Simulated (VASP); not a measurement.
Wanted: the native input for a VASP 6.6.1 run.

```
Task                   : single point
Functional             : LDA
Potentials or basis    : VASP PAW LDA potentials, release 64 (C, Cl, H, F)
Cutoff                 : 520 eV
k mesh                 : 1 × 1 × 1
Occupations            : fermi-dirac, width 0.02 eV
Spin                   : no spin polarisation
Dipole correction      : no
Further INCAR settings : LREAL = Auto; ALGO = Normal; EDIFF = 1e-06; NBANDS = 118
```

The structure of H3C2ClF4 lies in POSCAR:

```
H3C2ClF4
1.0
    8.3663050000      0.0000000000      0.0000000000
    0.0000000000      8.3663050000      0.0000000000
    0.0000000000      0.0000000000      8.3663050000
C Cl H F
8 4 12 16
Direct
    1.7837743185      0.9267771137      1.0866923929
    2.9251025393     -1.7130860039      1.1576317144
   -6.0656167806      4.9153718398      1.5246157055
    0.9055132463      0.7877312625      0.5868660060
   -0.3490429766      2.2102349843      0.2172643718
    1.1717717678      0.5267080270      1.1168012641
   -0.0470697638      0.4577767605      0.3247311687
   -4.6447505799     -0.9841023008      2.0300479124
    3.1933571630      3.7662026426      1.7482389179
   -0.3336239833     -1.2653375654      0.1480462402
    0.3801319698      0.8312510720      0.3492700780
    1.2681942626      0.6810413916      0.5803756856
  -19.7820901820    -19.1048617042    -31.1285926105
   -2.7910768254     -5.2906868683      3.6141283398
  -11.7699988227     -2.0141388582      1.8939782855
  -12.4619769420    -35.8620920466    -56.3583565266
    7.0734691121     -2.0474151970     -2.1742214753
    6.7977201405     36.8920090769    -29.1268726158
   -5.2278156247     19.7364427905     -7.8044608701
   -3.2135930976      2.7880408376     -2.4801988452
    0.7952734212      1.5435607475     -0.8887555498
  -75.6159140744    -27.8877353862    -26.0613377112
   14.5442223299     -5.6404470074     -5.1494297662
    0.4547646781     -1.3018650408      0.7613157780
    1.2250688924     -0.3046386667      1.1246302878
    1.2576041634      2.3674369988      1.9206089188
   -0.1327587268     -1.3019128516      1.4785858273
    0.3503219163      0.4871923747      0.4303692012
    3.9870886849      0.7184653201     -1.0846365271
    1.1246422405     -0.0263318155      2.0559852886
    0.6330990802      0.3873275000      0.7481319412
    0.6003725659      0.1491458894      0.8434308814
    0.2745417481      0.2702746314      0.2008293984
    0.2904388496      0.0154907095     -0.0500101299
   -0.1845378575      0.3482780033      0.1358544782
    3.8089933370     -1.8212938687      1.0777278619
    0.4803195676      0.0921434253      0.5758575620
    0.5365451056      0.1189055383      0.0763180400
    0.6843283863      0.4443060586      0.4331661349
    0.5322062727     -0.0362764685      0.3072682624
```

The input as run:

INCAR

```
ALGO = Normal
EDIFF = 1E-6
ENCUT = 520
ISIF = 2
ISMEAR = -1
LASPH = T
LCHARG = F
LREAL = Auto
LWAVE = F
NBANDS = 118
NELM = 80
PREC = Accurate
SIGMA = 0.02
```

KPOINTS

```
k-points
0
Gamma
  1 1 1
```

Potentials or basis: VASP PAW LDA potentials, release 64 (C, Cl, H, F).

The run is started by

```bash
$ cat potpaw_LDA.64/C/POTCAR potpaw_LDA.64/Cl/POTCAR potpaw_LDA.64/H/POTCAR potpaw_LDA.64/F/POTCAR > POTCAR
$ mpirun -np 1 vasp_gam > vasp.out
```

It gave:

* Pressure: 36.0 GPa
* Largest force: 189.516 eV/Å

Caveat: the k points lie up to 0.75 Å⁻¹ apart; atoms lie so close that the PAW spheres overlap strongly, which falsifies energies and pressures; the atoms stand as in a frame of molecular dynamics.

Wall time 3.7 min on 1 thread of Intel Xeon 8259CL, with other jobs on the host, peak memory 0.46 GiB.
